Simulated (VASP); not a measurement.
# CdSe (F-43m) in VASP: settings compared, part 2 of 2

VASP 6.6.1. The steps go on from the part before.

### Step 3. Single point, BLYP+D4

This run uses another cell than the first one, of 29.06 Å³/atom, 1.017 times its volume.

Contents of INCAR:

```
AGGAC = 1.0
AGGAX = 1.0
ALDAC = 0.0
ALDAX = 1.0
ALGO = Normal
EDIFF = 1E-6
ENCUT = 520
GGA = B5
ISIF = 2
ISMEAR = -1
IVDW = 13
LASPH = T
LCHARG = F
LREAL = F
LWAVE = F
NBANDS = 16
NELM = 100
PREC = Accurate
SIGMA = 0.05
VDW_A1 = 0.44488865
VDW_A2 = 4.0933009
VDW_S6 = 1.0
VDW_S8 = 2.34076671
```

Contents of KPOINTS:

```
k-points
0
Gamma
  8 8 8
```

Contents of POSCAR:

```
CdSe
1.0
    0.0000000000      3.0743334638      3.0743334638
    3.0743334638      0.0000000000      3.0743334638
    3.0743334638      3.0743334638      0.0000000000
Cd Se
1 1
Direct
    0.0000000000      0.0000000000      0.0000000000
    0.2500000000      0.2500000000      0.2500000000
```

Potentials or basis: VASP PAW PBE potentials, release 64 (Cd, Se).

Command:

```bash
$ cat potpaw_PBE.64/Cd/POTCAR potpaw_PBE.64/Se/POTCAR > POTCAR
$ mpirun -np 1 vasp_std > vasp.out
```

OUTCAR:

```text
EDIFF = 1E-6
   ENCUT = 520
   GGA = B5
   ISIF = 2
   ISMEAR = -1
   IVDW = 13
   LASPH = T
   LREAL = F
   NELM = 100
   PREC = Accurate

 ion  position               nearest neighbor table
   1  0.000  0.000  0.000-   2 2.66   2 2.66   2 2.66   2 2.66
   2  0.250  0.250  0.250-   1 2.66   1 2.66   1 2.66   1 2.66

  LATTYP: Found a face centered cubic cell.
 ALAT       =     6.1486669276

  Lattice vectors:

 A1 = (   0.0000000000,   3.0743334638,   3.0743334638)
[... 641 lines left out ...]
------------------------ aborting loop because EDIFF is reached ----------------------------------------

  DFT-D4 for vdW energy calculation

  Edisp (eV):   -1.16688

  FORCE on cell =-STRESS in cart. coord.  units (eV):
  Direction    XX          YY          ZZ          XY          YZ          ZX
  --------------------------------------------------------------------------------------
  -------------------------------------------------------------------------------------
  Total       0.12879     0.12879     0.12879    -0.00000     0.00000    -0.00000
  in kB       3.55059     3.55059     3.55059    -0.00000     0.00000    -0.00000
  external pressure =        3.55 kB  Pullay stress =        0.00 kB

 VOLUME and BASIS-vectors are now :
 -----------------------------------------------------------------------------
  energy-cutoff  :      520.00
  volume of cell :       58.11
      direct lattice vectors                 reciprocal lattice vectors
     0.000000000  3.074333464  3.074333464    -0.162636879  0.162636879  0.162636879
     3.074333464  0.000000000  3.074333464     0.162636879 -0.162636879  0.162636879
     3.074333464  3.074333464  0.000000000     0.162636879  0.162636879 -0.162636879

 POSITION                                       TOTAL-FORCE (eV/Angst)
 -----------------------------------------------------------------------------------
      0.00000      0.00000      0.00000         0.000000      0.000000     -0.000000
      1.53717      1.53717      1.53717        -0.000000     -0.000000      0.000000
 -----------------------------------------------------------------------------------
    total drift:                                0.000001      0.000001      0.000001

  FREE ENERGIE OF THE ION-ELECTRON SYSTEM (eV)
  ---------------------------------------------------
  free  energy   TOTEN  =        -5.6644360260 eV

  energy  without entropy=       -5.6643959119  energy(sigma->0) =       -5.66441597
```

stdout:

```text
POSCAR found type information on POSCAR CdSe
 POSCAR found :  2 types and       2 ions
 scaLAPACK will be used
 -----------------------------------------------------------------------------
|                                                                             |
|                                                                             |
|     You enforced a specific xc type in the INCAR file but a different       |
|     I HOPE YOU KNOW WHAT YOU ARE DOING!                                     |
|                                                                             |
 -----------------------------------------------------------------------------

 LDA part: xc-table for (Slater(with rela. corr.)+VWN5), standard interpolation
 POSCAR, INCAR and KPOINTS ok, starting setup
 FFT: planning ... GRIDC
 FFT: planning ... GRID_SOFT
 FFT: planning ... GRID
 WAVECAR not read
 entering main loop
```

Run time: 27 s. Hardware: 1 thread of Intel Xeon Platinum 8488C (Sapphire Rapids), shared host; peak memory 0.18 GiB.

What came out:

```
Free energy                : -5.6644 eV
Pressure                   : 0.4 GPa
Band gap on the k mesh     : 0.49 eV, direct
Dispersion energy per atom : -0.583 eV
```

Caveat: the PAW data sets were made with another functional, which shifts forces and pressure a little. Expect the measured gap to be larger: semilocal functionals such as BLYP lack the derivative discontinuity.

### Step 4. Relaxation of cell and atoms, BLYP+D3(BJ)

This run uses another cell than the first one, of 28.94 Å³/atom, 1.013 times its volume.

Contents of INCAR:

```
PREC = Accurate
ENCUT = 600
EDIFF = 1E-7
ISMEAR = -1
SIGMA = 0.05
LREAL = F
LASPH = T
NELM = 80
ALGO = Normal
ISIF = 3
LWAVE = F
LCHARG = F
GGA = B5
ALDAX = 1.0
AGGAX = 1.0
AGGAC = 1.0
ALDAC = 0.0
IVDW = 12
VDW_S6 = 1.0
VDW_S8 = 2.6996
VDW_A1 = 0.4298
VDW_A2 = 4.2359
IBRION = 2
NSW = 60
EDIFFG = -0.01
```

Contents of KPOINTS:

```
regular mesh
0
Gamma
  8 8 8
```

Contents of POSCAR:

```
CdSe
1.0
    0.0000000000      3.0702711986      3.0702711986
    3.0702711986      0.0000000000      3.0702711986
    3.0702711986      3.0702711986      0.0000000000
Cd Se
1 1
Direct
    0.0000000000      0.0000000000      0.0000000000
    0.2500000000      0.2500000000      0.2500000000
```

Command:

```bash
$ cat potpaw_PBE.64/Cd/POTCAR potpaw_PBE.64/Se/POTCAR > POTCAR
$ mpirun -np 1 vasp_std > vasp.out
```

Wall time 78 s (1 thread of Intel Xeon Platinum 8488C (Sapphire Rapids), shared host); peak memory 0.23 GiB.

It converged, with:

* Free energy: -5.8687 eV
* Relaxed volume: 28.80 Å³/atom
* Relaxed cell: a = 4.335 Å, b = 4.335 Å, c = 4.335 Å, α = 60.00°, β = 60.00°, γ = 60.00°
* Space group after relaxing (to 0.05 Å): F-43m (No. 216)
* Energy gained by relaxing: 0.1 meV/atom
* Ionic steps: 3
* Pressure after relaxing: 0.0 GPa
* Band gap on the k mesh: 0.51 eV, direct
* Dispersion energy per atom: -0.693 eV

The path:
| step | energy change (eV) | largest force (eV/Å) | pressure (GPa) | volume (Å³) |
| --- | --- | --- | --- | --- |
| 1 | 0.0000 | 0.0000 | -0.24 | 57.88 |
| 2 | -0.0002 | 0.0000 | 0.07 | 57.52 |
| 3 | -0.0002 | 0.0000 | 0.00 | 57.61 |

Final structure:
```yaml
crystal:
  lattice:
    - [0.00000, 3.06537, 3.06537]
    - [3.06537, 0.00000, 3.06537]
    - [3.06537, 3.06537, 0.00000]
  atoms:
    - { symbol: Cd, position: [0.00000, 0.00000, 0.00000] }
    - { symbol: Se, position: [0.25000, 0.25000, 0.25000] }
```

Levels at points of the mesh, in eV from the valence-band top:
| k point | band 5 | band 6 | band 7 | band 8 | band 9 | band 10 | band 11 | band 12 | band 13 |
| --- | --- | --- | --- | --- | --- | --- | --- | --- | --- |
| (0.00, 0.00, 0.00) | -7.57 | -7.57 | 0.00 | 0.00 | 0.00 | 0.51 | 5.94 | 5.94 | 5.94 |
| (0.50, 0.00, 0.00) | -7.55 | -7.30 | -4.23 | -0.71 | -0.71 | 2.33 | 6.46 | 6.46 | 7.42 |
| (0.50, 0.50, 0.00) | -7.52 | -7.23 | -3.98 | -1.76 | -1.76 | 3.27 | 3.72 | 9.07 | 10.02 |

Caveat: the PAW data sets were made with another functional, which shifts forces and pressure a little.

### Step 5. Relaxation of cell and atoms, BLYP+D4

This run uses another cell than the first one, of 28.94 Å³/atom, 1.013 times its volume.

Contents of INCAR:

```
SYSTEM = CdSe
PREC = Accurate
ENCUT = 600
EDIFF = 1E-6
ISMEAR = -1
SIGMA = 0.05
LREAL = .False.
LASPH = .True.
NELM = 60
ALGO = Normal
ISIF = 3
LWAVE = .False.
LCHARG = .False.
GGA = B5
ALDAX = 1.0
AGGAX = 1.0
AGGAC = 1.0
ALDAC = 0.0
IVDW = 13
VDW_S6 = 1.0
VDW_S8 = 2.34076671
VDW_A1 = 0.44488865
VDW_A2 = 4.0933009
IBRION = 2
NSW = 60
EDIFFG = -0.01
```

Contents of KPOINTS:

```
regular mesh
0
Gamma
  8 8 8
  0 0 0
```

POSCAR is that of step 4.

Command:

```bash
$ cat potpaw_PBE.64/Cd/POTCAR potpaw_PBE.64/Se/POTCAR > POTCAR
$ mpirun -np 1 vasp_std > vasp.out
```

Wall time 75 s (1 thread of Intel Xeon Platinum 8488C (Sapphire Rapids), shared host); peak memory 0.22 GiB.

It converged, with:

- Free energy: -5.6646 eV
- Relaxed volume: 29.24 Å³/atom
- Relaxed cell: a = 4.357 Å, b = 4.357 Å, c = 4.357 Å, α = 60.00°, β = 60.00°, γ = 60.00°
- Space group after relaxing (to 0.05 Å): F-43m (No. 216)
- Energy gained by relaxing: 0.5 meV/atom
- Ionic steps: 3
- Pressure after relaxing: 0.0 GPa
- Band gap on the k mesh: 0.48 eV, direct
- Dispersion energy per atom: -0.579 eV

The path:
```tsv
step	energy change (eV)	largest force (eV/Å)	pressure (GPa)	volume (Å³)
1	0.0000	0.0000	0.51	57.88
2	-0.0009	0.0000	-0.16	58.66
3	-0.0010	0.0000	0.03	58.49
```

Final structure:
```
Cd Se
1.0
     0.00000    3.08094    3.08094
     3.08094    0.00000    3.08094
     3.08094    3.08094    0.00000
Cd Se
1 1
Cartesian
  0.0000 0.0000 0.0000
  1.5405 1.5405 1.5405
```

Levels at points of the mesh, in eV from the valence-band top:
| k point | band 7 | band 8 | band 9 | band 10 | band 11 | band 12 |
| --- | --- | --- | --- | --- | --- | --- |
| (0.00, 0.00, 0.00) | 0.00 | 0.00 | 0.00 | 0.48 | 5.94 | 5.94 |
| (0.50, 0.00, 0.00) | -4.15 | -0.69 | -0.69 | 2.31 | 6.46 | 6.46 |
| (0.50, 0.50, 0.00) | -3.91 | -1.71 | -1.71 | 3.30 | 3.70 | 9.00 |

Caveat: the PAW data sets were made with another functional, which shifts forces and pressure a little.

### Step 6. The runs side by side

| task | level | cell | cutoff (eV) | gap on the mesh (eV) | pressure (GPa) | relaxed volume (Å³/atom) |
| --- | --- | --- | --- | --- | --- | --- |
| single point | BLYP+D3(BJ) | a = 4.324 Å, angles 60.0°, 2 atoms | 520 | 0.53 | 0.4 | - |
| single point | BLYP+D4 | a = 4.348 Å, angles 60.0°, 2 atoms | 520 | 0.49 | 0.4 | - |
| relaxation of cell and atoms | BLYP+D3(BJ) | relaxed from a = 4.342 Å, angles 60.0°, 2 atoms | 600 | 0.51 | 0.0 | 28.80 |
| relaxation of cell and atoms | BLYP+D4 | relaxed from a = 4.342 Å, angles 60.0°, 2 atoms | 600 | 0.48 | 0.0 | 29.24 |

Alike in all rows: potentials or basis VASP PAW PBE potentials, release 64 (Cd, Se); no spin polarisation; k mesh 8 × 8 × 8; smearing fermi-dirac 0.05 eV.

Caveats: the PAW data sets were made with another functional, which shifts forces and pressure a little.

Total energies depend on the potentials used, so only differences within one code and one set of settings carry meaning.
